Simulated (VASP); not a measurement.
# BaTiO3 (P1) in VASP: a series of runs

BaTiO3 is run at these levels: PBE; tasks: single point.

Program: VASP 6.6.1. These are calculated values, not measurements. Logs are shortened: lines on timing, memory, paths and dates and some standing lists are left out, and cuts for length are marked.

**1. The cell of the first run**

The typed cell holds 10 atoms: a = 3.964 Å, b = 5.669 Å, c = 5.729 Å, α = 93.55°, β = 92.29°, γ = 91.36°.

**2. Single point, PBE**

The input, INCAR:

```
SYSTEM = BaTiO3
PREC     = Accurate       ! precision mode
ENCUT    = 1340           ! plane-wave cutoff, eV
EDIFF    = 1E-6           ! SCF threshold, eV
ISMEAR   = -1             ! smearing method
SIGMA    = 0.05           ! smearing width, eV
LREAL    = .FALSE.        ! projectors in reciprocal space
LASPH    = .TRUE.         ! aspherical terms in the spheres
NELM     = 120            ! most SCF steps
ALGO     = Normal         ! electronic algorithm
ISIF     = 2              ! what is computed and relaxed
LWAVE    = .FALSE.        ! write WAVECAR
LCHARG   = .FALSE.        ! write CHGCAR
GGA      = PE             ! functional
NBANDS   = 51             ! bands
GGA_COMPAT= .FALSE.
```

The input, KPOINTS:

```
regular mesh
0
G
  3 2 2
  0 0 0
```

The input, POSCAR:

```
BaTiO3
1.0
   -0.0915918800      0.0227814800     -3.9623969300
    3.8808838200      4.1317799600      0.0684987100
    3.9231712500     -4.1740673900      0.1138552900
Ba Ti O
2 2 6
Direct
    0.9974869000      0.0001477200      0.0004271700
    0.9998202700      0.4987526000      0.5010867700
    0.5007474000      0.4990591200      0.9978540800
    0.5036564600      0.9987681300      0.4973819700
    0.9989596600      0.4987799700      0.9982409700
    0.0019446300      0.9997553300      0.5021167700
    0.4941324700      0.2515279200      0.2525101600
    0.4993701600      0.7523144300      0.7482599000
    0.5032595700      0.2508647700      0.7496877100
    0.5006224800      0.7500300100      0.2524344900
```

Potentials or basis: VASP PAW PBE potentials, release 64 (Ba_sv, Ti_sv, O_h).

The run is started by

```bash
$ cat potpaw_PBE.64/Ba_sv/POTCAR potpaw_PBE.64/Ti_sv/POTCAR potpaw_PBE.64/O_h/POTCAR > POTCAR
$ mpirun -np 1 vasp_std > vasp.out
```

OUTCAR:

```text
SYSTEM = BaTiO3
   PREC = Accurate
   ENCUT = 1340
   EDIFF = 1E-6
   ISMEAR = -1
   LREAL = .FALSE.
   LASPH = .TRUE.
   NELM = 120
   ISIF = 2
   GGA = PE

 ion  position               nearest neighbor table
   1  0.997  0.000  0.000-   8 2.71   7 2.72   5 2.83   5 2.84   9 2.84   8 2.85   6 2.86   7 2.86
                            10 2.87   6 2.87  10 2.88   9 2.91   3 3.42   4 3.42   4 3.42   3 3.42
   2  1.000  0.499  0.501-   8 2.72   7 2.72   7 2.82   6 2.83   6 2.84   8 2.85   5 2.85  10 2.85
                             9 2.85   9 2.87   5 2.88  10 2.89   3 3.40   4 3.41   4 3.43   3 3.43
   3  0.501  0.499  0.998-   9 1.94  10 1.97   5 1.97   5 1.99   7 2.09   8 2.09   2 3.40   1 3.42
                             1 3.42   2 3.43   1 3.48   1 3.51   2 3.53   2 3.57
   4  0.504  0.999  0.497-  10 1.93   9 1.97   6 1.97   6 1.99   8 2.07   7 2.07   2 3.41   1 3.42
                             1 3.42   2 3.43   2 3.49   2 3.51   1 3.52   1 3.58
   5  0.999  0.499  0.998-   3 1.97   3 1.99   1 2.83   1 2.84   2 2.85   2 2.88
   6  0.002  1.000  0.502-   4 1.97   4 1.99   2 2.83   2 2.84   1 2.86   1 2.87
   7  0.494  0.252  0.253-   4 2.07   3 2.09   1 2.72   2 2.72   2 2.82   1 2.86
   8  0.499  0.752  0.748-   4 2.07   3 2.09   1 2.71   2 2.72   2 2.85   1 2.85
   9  0.503  0.251  0.750-   3 1.94   4 1.97   1 2.84   2 2.85   2 2.87   1 2.91
  10  0.501  0.750  0.252-   4 1.93   3 1.97   2 2.85   1 2.87   1 2.88   2 2.89

  LATTYP: Found a triclinic cell.
 ALAT       =     3.9635208463
 B/A-ratio  =     2.8714633578
 C/A-ratio  =     1.7246286243
 COS(alpha) =     0.0029855317
 COS(beta)  =     0.5464108359
 COS(gamma) =     0.7283940205

  Lattice vectors:

 A1 = (   0.0915918800,  -0.0227814800,   3.9623969300)
 A2 = (   7.9872388300,  -0.0878503900,   8.1071478600)
 A3 = (  -3.8315793700,   4.1512859100,   3.8485416400)

Analysis of symmetry for initial positions (statically):
=====================================================================
 Subroutine PRICEL returns:
 Original cell was already a primitive cell.

 Routine SETGRP: Setting up the symmetry group for a
 triclinic supercell.

 Subroutine GETGRP returns: Found  1 space group operations
 (whereof  1 operations were pure point group operations)
 out of a pool of  2 trial point group operations.

The static configuration has the point symmetry C_1 .

Analysis of symmetry for dynamics (positions and initial velocities):
=====================================================================
 Subroutine PRICEL returns:
 Original cell was already a primitive cell.

 Routine SETGRP: Setting up the symmetry group for a
 triclinic supercell.

 Subroutine GETGRP returns: Found  1 space group operations
 (whereof  1 operations were pure point group operations)
 out of a pool of  2 trial point group operations.

The dynamic configuration has the point symmetry C_1 .

 Subroutine INISYM returns: Found  1 space group operations
 (whereof  1 operations are pure point group operations),
 and found     1 'primitive' translations

----------------------------------------------------------------------------------------

                                     Primitive cell

  volume of cell :     128.3431

  direct lattice vectors                    reciprocal lattice vectors
    -0.091591880  0.022781480 -3.962396930     0.005893134 -0.001348939 -0.252516472
     3.880883820  4.131779960  0.068498710     0.128847721  0.121040644 -0.002282437
     3.923171250 -4.174067390  0.113855290     0.127574530 -0.119767453 -0.003637513

  length of vectors
     3.963520846  5.668999642  5.729491623     0.252588831  0.176798706  0.175022099

  position of ions in fractional coordinates (direct lattice)
     0.997486900  0.000147720  0.000427170
     0.999820270  0.498752600  0.501086770
     0.500747400  0.499059120  0.997854080
     0.503656460  0.998768130  0.497381970
     0.998959660  0.498779970  0.998240970
     0.001944630  0.999755330  0.502116770
     0.494132470  0.251527920  0.252510160
     0.499370160  0.752314430  0.748259900
     0.503259570  0.250864770  0.749687710
     0.500622480  0.750030010  0.252434490

  ion indices of the primitive-cell ions
   primitive index   ion index
                 1           1
                 2           2
                 3           3
                 4           4
                 5           5
                 6           6
                 7           7
                 8           8
                 9           9
                10          10

----------------------------------------------------------------------------------------

 KPOINTS: regular mesh

Automatic generation of k-mesh.
 Grid dimensions read from file:
 generate k-points for:    3    2    2

 Generating k-lattice:

  Cartesian coordinates                     Fractional coordinates (reciprocal lattice)
     0.001964378 -0.000449646 -0.084172157     0.333333333  0.000000000  0.000000000
     0.064423860  0.060520322 -0.001141218    -0.000000000  0.500000000  0.000000000
     0.063787265 -0.059883727 -0.001818757     0.000000000 -0.000000000  0.500000000

  Length of vectors
     0.084196277  0.088399353  0.087511049

  Shift w.r.t. Gamma in fractional coordinates (k-lattice)
     0.000000000  0.000000000  0.000000000

 Subroutine IBZKPT returns following result:
 ===========================================

 Found      8 irreducible k-points:

 Following reciprocal coordinates:
            Coordinates               Weight
  0.000000  0.000000  0.000000      1.000000
  0.333333  0.000000  0.000000      2.000000
 -0.000000  0.500000  0.000000      1.000000
  0.333333  0.500000  0.000000      2.000000
 -0.000000  0.000000  0.500000      1.000000
  0.333333 -0.000000  0.500000      2.000000
 -0.000000  0.500000  0.500000      1.000000
  0.333333  0.500000  0.500000      2.000000
   k-points           NKPTS =      8   k-points in BZ     NKDIM =      8   number of bands    NBANDS=     51
   number of dos      NEDOS =    301   number of ions     NIONS =     10
   total plane-waves  NPLWV = 235200
   dimension x,y,z NGX =    48 NGY =   70 NGZ =   70
   dimension x,y,z NGXF=    96 NGYF=  140 NGZF=  140
   ions per type =               2   2   6
   NGX,Y,Z   is equivalent  to a cutoff of  20.13, 20.53, 20.31 a.u.
   NGXF,Y,Z  is equivalent  to a cutoff of  40.27, 41.06, 40.62 a.u.
 SYSTEM =  BaTiO3
   PREC   = accura    normal or accurate (medium, high low for compatibility)
   ISTART =      0    job   : 0-new  1-cont  2-samecut
   ICHARG =      2    charge: 1-file 2-atom 10-const
   ISPIN  =      1    spin polarized calculation?
   LNONCOLLINEAR =      F non collinear calculations
   LSORBIT =      F    spin-orbit coupling
   LASPH  =      T    aspherical Exc in radial PAW
   ENCUT  = 1340.0 eV  98.49 Ry    9.92 a.u.  11.83 16.92 17.10*2*pi/ulx,y,z
   NELM   =    120;   NELMIN=  2; NELMDL= -5     # of ELM steps
   EDIFF  = 0.1E-05   stopping-criterion for ELM
   LREAL  =      F    real-space projection
   EDIFFG = 0.1E-04   stopping-criterion for IOM
   NSW    =      0    number of steps for IOM
   IBRION =     -1    ionic relax: 0-MD 1-quasi-New 2-CG
   NFREE  =      0    steps in history (QN), initial steepest desc. (CG)
   ISIF   =      2    stress and relaxation
   ISYM   =      2    0-nonsym 1-usesym 2-fastsym
   POTIM  = 0.5000    time-step for ionic-motion
   TEBEG  =    0.0;   TEEND  =   0.0 temperature during run
   PSTRESS=    0.0 pullay stress
   NELECT =      80.0000    total number of electrons
   NUPDOWN=      -1.0000    fix difference up-down
   EMIN   =  10.00;   EMAX   =-10.00  energy-range for DOS
   EFERMI =   0.00;   METHOD = LEGACY
   ISMEAR =    -1;   SIGMA  =   0.05  broadening in eV -4-tet -1-fermi 0-gaus
   EFERMI_NEDOS =   21; number of points for ismear=-14 and -15
   IALGO  =     38    algorithm
   IMIX   =      4    mixing-type and parameters
     AMIX     =   0.40;   BMIX     =  1.00
     AMIX_MAG =   1.60;   BMIX_MAG =  1.00
  volume/ion in A,a.u.               =      12.83        86.61
  Fermi-wavevector in a.u.,A,eV,Ry     =   1.398451  2.642689 26.608446  1.955666
  Thomas-Fermi vector in A             =   2.521608
   LORBIT       =      0    0 simple, 1 ext, 2 COOP (PROOUT), +10 PAW based schemes
   GGA     = PE    functional components
   LHFCALC =     F    Hartree Fock is set to
   AEXX    =    0.0000 exact exchange contribution
   IVDW    =     0    specifies the selected vdW correction
   LEPSILON=     F    determine dielectric tensor
   LRPA    =     F    only Hartree local field effects (RPA)
 non-spin polarized calculation
  energy-cutoff  :     1340.00
  volume of cell :      128.34
 maximum number of plane-waves:     14320
 NGX is ok and might be reduce to    48
   NGX = 23   NGY = 33   NGZ = 35

 number of electron      80.0000001 magnetization

 Free energy of the ion-electron system (eV)
  ---------------------------------------------------
  ext. energy  EPLUGINS =         0.00000000
  ---------------------------------------------------
  free energy    TOTEN  =       -79.50469360 eV

  energy without entropy =      -79.50469353  energy(sigma->0) =      -79.50469357

 E-fermi :   5.0242     XC(G=0): -11.2541

 val. band max:        4.2474277125   @ k =   0.0000   0.0000   0.0000
 cond. band min:       5.7858726510   @ k =   0.0000   0.0000   0.0000
 fundamental gap:      1.5384449385
 Fermi energy:         5.0241857898

 k-point     1 :       0.0000    0.0000    0.0000
  band No.  band energies     occupation
      1     -52.5372      2.00000
      2     -52.4516      2.00000
      3     -28.8064      2.00000
      4     -28.7601      2.00000
      5     -28.7375      2.00000
      6     -28.7069      2.00000
[... 43 lines left out ...]
     50       8.9929      0.00000
     51       9.5490      0.00000
[... 376 lines left out ...]
     50      11.7406      0.00000
     51      11.7869      0.00000

------------------------ aborting loop because EDIFF is reached ----------------------------------------

  FORCE on cell =-STRESS in cart. coord.  units (eV):
  Direction    XX          YY          ZZ          XY          YZ          ZX
  --------------------------------------------------------------------------------------
  -------------------------------------------------------------------------------------
  Total        8.3494949     -1.2315381      5.0143415      1.0973397      0.9991938     -4.8654734
  in kB      104.2313130    -15.3739644     62.5967685     13.6986912     12.4734833    -60.7383657
  external PRESSURE =      50.4847057 kB  Pullay stress =       0.0000000 kB

 VOLUME and BASIS-vectors are now :
 -----------------------------------------------------------------------------
  energy-cutoff  :     1340.00
  volume of cell :      128.34
      direct lattice vectors                 reciprocal lattice vectors
    -0.091591880  0.022781480 -3.962396930     0.005893134 -0.001348939 -0.252516472
     3.880883820  4.131779960  0.068498710     0.128847721  0.121040644 -0.002282437
     3.923171250 -4.174067390  0.113855290     0.127574530 -0.119767453 -0.003637513

 POSITION                                       TOTAL-FORCE (eV/Angst)
 -----------------------------------------------------------------------------------
     -0.08911      0.02155     -3.95238        -0.051388      0.028794     -0.073838
      3.80987     -0.00806     -3.87047        -0.008442      0.076323     -0.022447
      5.80568     -2.09170     -1.83636        -0.135898      0.012962     -0.007585
      5.78129      2.06206     -1.87064        -0.018235     -0.065883      0.025016
      5.76048     -2.08312     -3.81045         0.127821      0.008373     -0.008401
      5.84965      2.03494      0.11795         0.003897      0.069877      0.144705
      1.92153     -0.00348     -1.91197        -0.100025      0.061181     -0.142190
      5.80946     -0.00351     -1.84198         0.069759     -0.263463      0.007037
      3.86864     -2.08126     -1.89157         0.260701     -0.048702      0.079217
      3.85527      2.05669     -1.90355        -0.148189      0.120538     -0.001514
 -----------------------------------------------------------------------------------
    total drift:                               -0.000582     -0.000268      0.000343

  FREE ENERGIE OF THE ION-ELECTRON SYSTEM (eV)
  ---------------------------------------------------
  free  energy   TOTEN  =       -79.5046936033 eV

  energy  without entropy=      -79.5046935281  energy(sigma->0) =      -79.50469357
```

It took 4.8 min on 1 thread of Intel Xeon Platinum 8488C (Sapphire Rapids), shared host; peak memory 0.61 GiB.

What came out:

| Quantity | Value |
| --- | --- |
| Free energy | -79.5047 eV |
| Pressure | 5.0 GPa |
| Largest force | 0.277 eV/Å |
| Band gap on the k mesh | 1.54 eV |

Forces in eV/Å, atoms in the order of the input:
```
Ba  -0.051  0.029 -0.074
Ba  -0.008  0.076 -0.022
Ti  -0.136  0.013 -0.008
Ti  -0.018 -0.066  0.025
O    0.128  0.008 -0.008
O    0.004  0.070  0.145
O   -0.100  0.061 -0.142
O    0.070 -0.263  0.007
O    0.261 -0.049  0.079
O   -0.148  0.121 -0.002
```

Levels at points of the mesh, in eV from the valence-band top:
```
           k point  band 36  band 37  band 38  band 39  band 40  band 41  band 42  band 43  band 44  band 45
(0.00, 0.00, 0.00)    -0.90    -0.31    -0.22    -0.21     0.00     1.54     1.68     1.74     3.11     3.57
(0.00, 0.50, 0.00)    -1.11    -0.92    -0.88    -0.59    -0.58     2.39     2.50     2.75     2.85     2.90
(0.00, 0.00, 0.50)    -1.08    -0.97    -0.88    -0.54    -0.51     2.40     2.50     2.75     2.85     2.90
(0.00, 0.50, 0.50)    -1.35    -0.92    -0.83    -0.71    -0.48     1.80     1.85     3.07     3.13     3.58
```

Caveat: the k points lie up to 0.56 Å⁻¹ apart; spin-orbit coupling is left out, which moves the levels of the heavy elements. PBE gaps usually lie below the measured ones, often by a third to a half.

**3. Single point, PBE**

The input, INCAR:

```
PREC = Accurate
ENCUT = 1340
EDIFF = 1E-6
ISMEAR = -1
SIGMA = 0.05
LREAL = F
LASPH = T
NELM = 120
ALGO = Normal
ISIF = 2
LWAVE = F
LCHARG = F
GGA = PE
NBANDS = 51
GGA_COMPAT = F
```

The input, KPOINTS:

```
regular mesh
0
Gamma
  2 2 2
```

POSCAR is that of step 2.

Potentials or basis: VASP PAW PBE potentials, release 64 (Ba_sv, Ti_sv, O_h).

The run is started by

```bash
$ cat potpaw_PBE.64/Ba_sv/POTCAR potpaw_PBE.64/Ti_sv/POTCAR potpaw_PBE.64/O_h/POTCAR > POTCAR
$ mpirun -np 1 vasp_std > vasp.out
```

Wall time 4.2 min (1 thread of Intel Xeon Platinum 8488C (Sapphire Rapids), shared host); peak memory 0.6 GiB.

It converged, with:

- Free energy: -79.1551 eV
- Pressure: 5.4 GPa
- Largest force: 0.311 eV/Å
- Band gap on the k mesh: 1.35 eV

Forces in eV/Å, atoms in the order of the input:
```
Ba  -0.055  0.032 -0.073
Ba  -0.009  0.074 -0.022
Ti  -0.191  0.028 -0.030
Ti  -0.135 -0.012 -0.006
O    0.150 -0.001  0.006
O    0.086  0.020  0.163
O   -0.101  0.055 -0.132
O    0.070 -0.268  0.017
O    0.297 -0.049  0.079
O   -0.113  0.121 -0.001
```

Stress tensor (GPa, compression positive):
```
10.45  1.28 -5.99
 1.28 -1.71  1.33
-5.99  1.33  7.52
```

Levels at points of the mesh, in eV from the valence-band top:
```
           k point  band 37  band 38  band 39  band 40  band 41  band 42  band 43  band 44
(0.00, 0.00, 0.00)    -0.43    -0.38    -0.32    -0.10     1.35     1.50     1.55     2.92
(0.50, 0.00, 0.00)    -0.87    -0.20    -0.17     0.00     1.62     3.31     3.33     3.51
(0.00, 0.50, 0.00)    -1.00    -0.96    -0.72    -0.72     2.20     2.32     2.57     2.66
(0.50, 0.50, 0.00)    -0.78    -0.73    -0.62    -0.57     2.90     3.01     3.42     3.51
(0.00, 0.00, 0.50)    -1.05    -0.97    -0.67    -0.64     2.21     2.32     2.57     2.66
(0.50, 0.00, 0.50)    -0.76    -0.71    -0.63    -0.57     2.90     3.00     3.42     3.51
(0.00, 0.50, 0.50)    -1.00    -0.91    -0.80    -0.56     1.61     1.66     2.88     2.94
(0.50, 0.50, 0.50)    -0.87    -0.67    -0.32    -0.07     2.91     3.29     3.33     3.44
```

Caveat: the k points lie up to 0.79 Å⁻¹ apart; spin-orbit coupling is left out, which moves the levels of the heavy elements. A k mesh can miss the band edges.
